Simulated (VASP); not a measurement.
# GaP (F-43m) in VASP: a series of runs

The runs below take GaP through electric field gradients, with LDA, PBEsol, r2SCAN+D3(BJ).

Everything below comes from runs of VASP 6.6.1. Logs are shortened: lines on timing, memory, paths and dates and some standing lists are left out, and cuts for length are marked.

**The experiment to reproduce.**

“Stacking defects in GaP nanowires: Electronic structure and optical properties”, 2018, arxiv:1810.01194 quotes, for a bulk crystal of GaP at 10 K: band gap 2.34 eV (indirect).

The results are compared with them further down.

## Step 1: The cell of the first run

The structure is cubic, space group F-43m (No. 216). The conventional cell has a = 5.377 Å, b = 5.377 Å, c = 5.377 Å, α = 90.00°, β = 90.00°, γ = 90.00°. Ga (site symmetry -43m) has 4 P at 2.33 Å within 3.1 Å. Within 3.1 Å of P (site symmetry -43m) lie 4 Ga at 2.33 Å.

## Step 2: Electric field gradients, LDA (19.43 Å³/atom)

Contents of INCAR:

```
SYSTEM = GaP
PREC = Accurate
ENCUT = 520
EDIFF = 1E-8
ISMEAR = -1
SIGMA = 0.05
LREAL = .FALSE.
LASPH = .TRUE.
NELM = 60
ALGO = Normal
ISIF = 2
LWAVE = .FALSE.
LCHARG = .FALSE.
GGA = CA
LEFG = .TRUE.
NBANDS = 16
```

Contents of KPOINTS:

```
regular mesh
0
G
  10 10 10
  0 0 0
```

Contents of POSCAR:

```
GaP
1.0
    0.0000000000      2.6884177822      2.6884177822
    2.6884177822      0.0000000000      2.6884177822
    2.6884177822      2.6884177822      0.0000000000
Ga P
1 1
Direct
    0.0000000000      0.0000000000      0.0000000000
    0.7500000000      0.7500000000      0.7500000000
```

Potentials or basis: VASP PAW LDA potentials, release 64 (Ga_d, P).

Launch:

```console
$ cat potpaw_LDA.64/Ga_d/POTCAR potpaw_LDA.64/P/POTCAR > POTCAR
$ mpirun -np 1 vasp_std > vasp.out
```

OUTCAR:

```text
SYSTEM = GaP
   PREC = Accurate
   ENCUT = 520
   EDIFF = 1E-8
   ISMEAR = -1
   LREAL = .FALSE.
   LASPH = .TRUE.
   NELM = 60
   ISIF = 2
   GGA = CA

 ion  position               nearest neighbor table
   1  0.000  0.000  0.000-   2 2.33   2 2.33   2 2.33   2 2.33
   2  0.750  0.750  0.750-   1 2.33   1 2.33   1 2.33   1 2.33

  LATTYP: Found a face centered cubic cell.
 ALAT       =     5.3768355644

  Lattice vectors:

 A1 = (   0.0000000000,   2.6884177822,   2.6884177822)
 A2 = (   2.6884177822,   0.0000000000,   2.6884177822)
 A3 = (   2.6884177822,   2.6884177822,   0.0000000000)

Analysis of symmetry for initial positions (statically):
=====================================================================
 Subroutine PRICEL returns:
 Original cell was already a primitive cell.

 Routine SETGRP: Setting up the symmetry group for a
 face centered cubic supercell.

 Subroutine GETGRP returns: Found 24 space group operations
 (whereof 24 operations were pure point group operations)
 out of a pool of 48 trial point group operations.

The static configuration has the point symmetry T_d .

Analysis of symmetry for dynamics (positions and initial velocities):
=====================================================================
 Subroutine PRICEL returns:
 Original cell was already a primitive cell.

 Routine SETGRP: Setting up the symmetry group for a
 face centered cubic supercell.

 Subroutine GETGRP returns: Found 24 space group operations
 (whereof 24 operations were pure point group operations)
 out of a pool of 48 trial point group operations.

The dynamic configuration has the point symmetry T_d .

 Subroutine INISYM returns: Found 24 space group operations
 (whereof 24 operations are pure point group operations),
 and found     1 'primitive' translations

----------------------------------------------------------------------------------------

                                     Primitive cell

  volume of cell :      38.8616

  direct lattice vectors                    reciprocal lattice vectors
     0.000000000  2.688417782  2.688417782    -0.185982998  0.185982998  0.185982998
     2.688417782  0.000000000  2.688417782     0.185982998 -0.185982998  0.185982998
[... 124 lines left out ...]
 Free energy of the ion-electron system (eV)
  ---------------------------------------------------
  ext. energy  EPLUGINS =         0.00000000
  ---------------------------------------------------
  free energy    TOTEN  =       -10.45209696 eV

  energy without entropy =      -10.45209694  energy(sigma->0) =      -10.45209695

 E-fermi :   5.6090     XC(G=0): -10.3474

 val. band max:        4.9337913517   @ k =   0.0000   0.0000   0.0000
 cond. band min:       6.3205484301   @ k =   0.4000   0.4000   0.0000
 fundamental gap:      1.3867570784
 Fermi energy:         5.6090482045

 k-point     1 :       0.0000    0.0000    0.0000
  band No.  band energies     occupation
      1      -9.8470      2.00000
      2      -9.8470      2.00000
      3      -9.8470      2.00000
      4      -9.7360      2.00000
      5      -9.7360      2.00000
      6      -7.8897      2.00000
[... 433 lines left out ...]
      3      -9.7909      2.00000
      4      -9.7649      2.00000
      5      -9.7174      2.00000
      6      -5.7897      2.00000
[... 8 lines left out ...]
     15      16.8357      0.00000
     16      18.8373      0.00000

 [... further k-points ...]

------------------------ aborting loop because EDIFF is reached ----------------------------------------

  FORCE on cell =-STRESS in cart. coord.  units (eV):
  Direction    XX          YY          ZZ          XY          YZ          ZX
  --------------------------------------------------------------------------------------
  -------------------------------------------------------------------------------------
  Total        0.2076406      0.2076406      0.2076406     -0.0000000     -0.0000000      0.0000000
  in kB        8.5605667      8.5605667      8.5605667     -0.0000000     -0.0000000      0.0000000
  external PRESSURE =       8.5605667 kB  Pullay stress =       0.0000000 kB

 VOLUME and BASIS-vectors are now :
 -----------------------------------------------------------------------------
  energy-cutoff  :      520.00
  volume of cell :       38.86
      direct lattice vectors                 reciprocal lattice vectors
     0.000000000  2.688417782  2.688417782    -0.185982998  0.185982998  0.185982998
     2.688417782  0.000000000  2.688417782     0.185982998 -0.185982998  0.185982998
     2.688417782  2.688417782  0.000000000     0.185982998  0.185982998 -0.185982998

 POSITION                                       TOTAL-FORCE (eV/Angst)
 -----------------------------------------------------------------------------------
      0.00000      0.00000      0.00000         0.000000      0.000000      0.000000
      4.03263      4.03263      4.03263        -0.000000     -0.000000     -0.000000
 -----------------------------------------------------------------------------------
    total drift:                               -0.000000     -0.000000     -0.000000

  FREE ENERGIE OF THE ION-ELECTRON SYSTEM (eV)
  ---------------------------------------------------
  free  energy   TOTEN  =       -10.4520969564 eV

  energy  without entropy=      -10.4520969400  energy(sigma->0) =      -10.45209695

 Electric field gradients (V/A^2)
---------------------------------------------------------------------
 ion       V_xx      V_yy      V_zz      V_xy      V_xz      V_yz
---------------------------------------------------------------------
   1       0.000     0.000     0.000    -0.000    -0.000    -0.000
   2      -0.000     0.000     0.000     0.000     0.000     0.000
---------------------------------------------------------------------

 Electric field gradients after diagonalization (V/A^2)
 (convention: |V_zz| > |V_xx| > |V_yy|)
----------------------------------------------------------------------
 ion       V_xx      V_yy      V_zz     asymmetry (V_yy - V_xx)/ V_zz
----------------------------------------------------------------------
   1       0.000     0.000    -0.000       0.000
   2      -0.000    -0.000     0.000       0.000
----------------------------------------------------------------------

           NMR quadrupolar parameters

 Cq : quadrupolar parameter    Cq=e*Q*V_zz/h
 eta: asymmetry parameters     (V_yy - V_xx)/ V_zz
 Q  : nuclear electric quadrupole moment in mb (millibarn)
----------------------------------------------------------------------
 ion       Cq(MHz)       eta       Q (mb)
----------------------------------------------------------------------
   1      -0.000       0.000       1.000
   2       0.000       0.000       1.000
----------------------------------------------------------------------
```

OSZICAR:

```text
N       E                     dE             d eps       ncg     rms          rms(c)
DAV:   1     0.796135487932E+02    0.79614E+02   -0.89349E+03  1584   0.162E+03
DAV:   2    -0.429442129488E+01   -0.83908E+02   -0.79486E+02  1728   0.317E+02
DAV:   3    -0.106822971732E+02   -0.63879E+01   -0.63683E+01  1864   0.659E+01
DAV:   4    -0.107873812751E+02   -0.10508E+00   -0.10506E+00  1824   0.931E+00
DAV:   5    -0.107894343656E+02   -0.20531E-02   -0.20530E-02  1928   0.116E+00    0.453E+00
DAV:   6    -0.105083196895E+02    0.28111E+00   -0.36643E-01  2320   0.107E+01    0.293E+00
DAV:   7    -0.104568017292E+02    0.51518E-01   -0.91222E-02  2096   0.215E+00    0.108E+00
DAV:   8    -0.104521385062E+02    0.46632E-02   -0.11882E-02  1720   0.121E+00    0.218E-01
DAV:   9    -0.104520939780E+02    0.44528E-04   -0.10328E-03  2272   0.407E-01    0.629E-02
DAV:  10    -0.104520911394E+02    0.28386E-05   -0.55247E-05  2240   0.913E-02    0.260E-02
DAV:  11    -0.104520972528E+02   -0.61135E-05   -0.97128E-06  1896   0.448E-02    0.873E-03
DAV:  12    -0.104520969980E+02    0.25490E-06   -0.55035E-07  1976   0.784E-03    0.598E-03
DAV:  13    -0.104520969565E+02    0.41421E-07   -0.24603E-07  2008   0.476E-03    0.938E-04
DAV:  14    -0.104520969564E+02    0.85493E-10   -0.12314E-08  1368   0.111E-03
   1 F= -.10452097E+02 E0= -.10452097E+02  d E =-.164828E-07
```

stdout:

```text
POSCAR found type information on POSCAR GaP
 POSCAR found :  2 types and       2 ions
 scaLAPACK will be used
 LDA part: xc-table for (Slater(with rela. corr.)+CA(PZ))
 , standard interpolation
 POSCAR, INCAR and KPOINTS ok, starting setup
 FFT: planning ... GRIDC
 FFT: planning ... GRID_SOFT
 FFT: planning ... GRID
 WAVECAR not read
 entering main loop
ion   1

ion   2
```

Wall time 35 s (1 thread of AMD EPYC 7R43 (Zen 3), shared host); peak memory 0.12 GiB.

What came out:

* Free energy: -10.4521 eV
* Pressure: 0.9 GPa
* Band gap on the k mesh: 1.39 eV (least direct gap 1.98 eV)
* Largest electric field gradient by atom: zero within the noise of the run

## Step 3: Electric field gradients, LDA

This run uses another cell than the first one, of 20.24 Å³/atom.

Contents of INCAR:

```
PREC = Accurate
ENCUT = 520
EDIFF = 1E-8
ISMEAR = -1
SIGMA = 0.05
LREAL = False
LASPH = True
NELM = 100
ALGO = Normal
ISIF = 2
LWAVE = False
LCHARG = False
LEFG = True
NBANDS = 16
```

Contents of KPOINTS:

```
Automatic mesh
0
Gamma
  10 10 10
```

Contents of POSCAR:

```
GaP
1.0
    0.0000000000      2.7252500000      2.7252500000
    2.7252500000      0.0000000000      2.7252500000
    2.7252500000      2.7252500000      0.0000000000
Ga P
1 1
Direct
    0.0000000000      0.0000000000      0.0000000000
    0.7500000000      0.7500000000      0.7500000000
```

Potentials or basis: VASP PAW LDA potentials, release 64 (Ga_d, P).

Launch:

```console
$ cat potpaw_LDA.64/Ga_d/POTCAR potpaw_LDA.64/P/POTCAR > POTCAR
$ mpirun -np 1 vasp_std > vasp.out
```

OUTCAR:

```text
PREC = Accurate
   ENCUT = 520
   EDIFF = 1E-8
   ISMEAR = -1
   LREAL = False
   LASPH = True
   NELM = 100
   ISIF = 2

 ion  position               nearest neighbor table
   1  0.000  0.000  0.000-   2 2.36   2 2.36   2 2.36   2 2.36
   2  0.750  0.750  0.750-   1 2.36   1 2.36   1 2.36   1 2.36

  LATTYP: Found a face centered cubic cell.
 ALAT       =     5.4505000000

  Lattice vectors:

 A1 = (   0.0000000000,   2.7252500000,   2.7252500000)
 A2 = (   2.7252500000,   0.0000000000,   2.7252500000)
 A3 = (   2.7252500000,   2.7252500000,   0.0000000000)

Analysis of symmetry for initial positions (statically):
=====================================================================
 Subroutine PRICEL returns:
 Original cell was already a primitive cell.

 Routine SETGRP: Setting up the symmetry group for a
 face centered cubic supercell.

 Subroutine GETGRP returns: Found 24 space group operations
 (whereof 24 operations were pure point group operations)
[... 643 lines left out ...]
      direct lattice vectors                 reciprocal lattice vectors
     0.000000000  2.725250000  2.725250000    -0.183469406  0.183469406  0.183469406
     2.725250000  0.000000000  2.725250000     0.183469406 -0.183469406  0.183469406
     2.725250000  2.725250000  0.000000000     0.183469406  0.183469406 -0.183469406

 POSITION                                       TOTAL-FORCE (eV/Angst)
 -----------------------------------------------------------------------------------
      0.00000      0.00000      0.00000         0.000000      0.000000      0.000000
      4.08788      4.08788      4.08788        -0.000000     -0.000000     -0.000000
 -----------------------------------------------------------------------------------
    total drift:                               -0.000000     -0.000000     -0.000000

  FREE ENERGIE OF THE ION-ELECTRON SYSTEM (eV)
  ---------------------------------------------------
  free  energy   TOTEN  =       -10.4425819177 eV

  energy  without entropy=      -10.4425819081  energy(sigma->0) =      -10.44258191

 Electric field gradients (V/A^2)
---------------------------------------------------------------------
 ion       V_xx      V_yy      V_zz      V_xy      V_xz      V_yz
---------------------------------------------------------------------
   1      -0.000    -0.000    -0.000    -0.001    -0.001    -0.001
   2      -0.000     0.000    -0.000    -0.000    -0.000    -0.000
---------------------------------------------------------------------

 Electric field gradients after diagonalization (V/A^2)
 (convention: |V_zz| > |V_xx| > |V_yy|)
----------------------------------------------------------------------
 ion       V_xx      V_yy      V_zz     asymmetry (V_yy - V_xx)/ V_zz
----------------------------------------------------------------------
   1       0.001     0.001    -0.002       0.000
   2       0.000     0.000    -0.000       0.000
----------------------------------------------------------------------

           NMR quadrupolar parameters

 Cq : quadrupolar parameter    Cq=e*Q*V_zz/h
 eta: asymmetry parameters     (V_yy - V_xx)/ V_zz
 Q  : nuclear electric quadrupole moment in mb (millibarn)
----------------------------------------------------------------------
 ion       Cq(MHz)       eta       Q (mb)
----------------------------------------------------------------------
   1      -0.000       0.000       1.000
   2      -0.000       0.000       1.000
----------------------------------------------------------------------
```

Run time: 37 s. Hardware: 1 thread of AMD EPYC 7R43 (Zen 3), shared host; peak memory 0.13 GiB.

What came out:

```yaml
Free_energy: -10.4426 eV
Pressure: -2.6 GPa
Band_gap_on_the_k_mesh: 1.45 eV (least direct gap 1.64 eV)
Largest_electric_field_gradient_by_atom: zero within the noise of the run
```

## Step 4: Electric field gradients, PBEsol

This run uses another cell than the first one, of 20.24 Å³/atom.

Contents of INCAR:

```
SYSTEM = GaP
  PREC = Accurate
  ENCUT = 520
  EDIFF = 1E-8
  ISMEAR = -1
  SIGMA = 0.05
  LREAL = .False.
  LASPH = .True.
  NELM = 100
  ALGO = Normal
  ISIF = 2
  LWAVE = .False.
  LCHARG = .False.
  GGA = PS
  LEFG = .True.
  NBANDS = 16
```

Contents of KPOINTS:

```
regular mesh
0
Gamma
  10 10 10
  0 0 0
```

POSCAR is that of step 3.

Potentials or basis: VASP PAW PBE potentials, release 64 (Ga_d, P).

Launch:

```console
$ cat potpaw_PBE.64/Ga_d/POTCAR potpaw_PBE.64/P/POTCAR > POTCAR
$ mpirun -np 1 vasp_std > vasp.out
```

OUTCAR:

```text
SYSTEM = GaP
   PREC = Accurate
   ENCUT = 520
   EDIFF = 1E-8
   ISMEAR = -1
   LREAL = .False.
   LASPH = .True.
   NELM = 100
   ISIF = 2
   GGA = PS

 ion  position               nearest neighbor table
   1  0.000  0.000  0.000-   2 2.36   2 2.36   2 2.36   2 2.36
   2  0.750  0.750  0.750-   1 2.36   1 2.36   1 2.36   1 2.36

  LATTYP: Found a face centered cubic cell.
 ALAT       =     5.4505000000

  Lattice vectors:

 A1 = (   0.0000000000,   2.7252500000,   2.7252500000)
 A2 = (   2.7252500000,   0.0000000000,   2.7252500000)
[... 668 lines left out ...]
  ---------------------------------------------------
  free  energy   TOTEN  =        -9.9227762173 eV

  energy  without entropy=       -9.9227762102  energy(sigma->0) =       -9.92277621

 Electric field gradients (V/A^2)
---------------------------------------------------------------------
 ion       V_xx      V_yy      V_zz      V_xy      V_xz      V_yz
---------------------------------------------------------------------
   1      -0.000    -0.000    -0.000    -0.001    -0.001    -0.001
   2      -0.000    -0.000     0.000    -0.000    -0.000    -0.000
---------------------------------------------------------------------

 Electric field gradients after diagonalization (V/A^2)
 (convention: |V_zz| > |V_xx| > |V_yy|)
----------------------------------------------------------------------
 ion       V_xx      V_yy      V_zz     asymmetry (V_yy - V_xx)/ V_zz
----------------------------------------------------------------------
   1       0.001     0.001    -0.002       0.000
   2       0.000     0.000    -0.000       0.000
----------------------------------------------------------------------

           NMR quadrupolar parameters

 Cq : quadrupolar parameter    Cq=e*Q*V_zz/h
 eta: asymmetry parameters     (V_yy - V_xx)/ V_zz
 Q  : nuclear electric quadrupole moment in mb (millibarn)
----------------------------------------------------------------------
 ion       Cq(MHz)       eta       Q (mb)
----------------------------------------------------------------------
   1      -0.000       0.000       1.000
   2      -0.000       0.000       1.000
----------------------------------------------------------------------
```

stdout:

```text
POSCAR found type information on POSCAR GaP
 POSCAR found :  2 types and       2 ions
 scaLAPACK will be used
 -----------------------------------------------------------------------------
|                                                                             |
|                                                                             |
|     You enforced a specific xc type in the INCAR file but a different       |
|     I HOPE YOU KNOW WHAT YOU ARE DOING!                                     |
|                                                                             |
 -----------------------------------------------------------------------------

 LDA part: xc-table for (Slater+PW92), standard interpolation
 POSCAR, INCAR and KPOINTS ok, starting setup
 FFT: planning ... GRIDC
 FFT: planning ... GRID_SOFT
 FFT: planning ... GRID
 WAVECAR not read
 entering main loop
ion   1

ion   2
```

Run time: 38 s. Hardware: 1 thread of AMD EPYC 7R43 (Zen 3), shared host; peak memory 0.15 GiB.

What came out:

```yaml
Free_energy: -9.9228 eV
Pressure: -0.6 GPa
Band_gap_on_the_k_mesh: 1.48 eV (least direct gap 1.75 eV)
Largest_electric_field_gradient_by_atom: zero within the noise of the run
```

Levels at points of the mesh, in eV from the valence-band top:
| k point | band 5 | band 6 | band 7 | band 8 | band 9 | band 10 | band 11 | band 12 | band 13 | band 14 |
| --- | --- | --- | --- | --- | --- | --- | --- | --- | --- | --- |
| (0.00, 0.00, 0.00) | -14.44 | -12.52 | 0.00 | 0.00 | 0.00 | 1.75 | 3.83 | 3.83 | 3.83 | 8.57 |
| (0.50, 0.00, 0.00) | -14.43 | -10.43 | -6.70 | -1.13 | -1.13 | 1.59 | 4.65 | 4.65 | 8.09 | 10.74 |
| (0.50, 0.50, 0.00) | -14.42 | -9.52 | -6.81 | -2.71 | -2.71 | 1.52 | 1.72 | 10.55 | 10.55 | 11.08 |

Caveat: the PAW data sets were made with another functional, which shifts forces and pressure a little.

(Continued in part 2 of 2.)
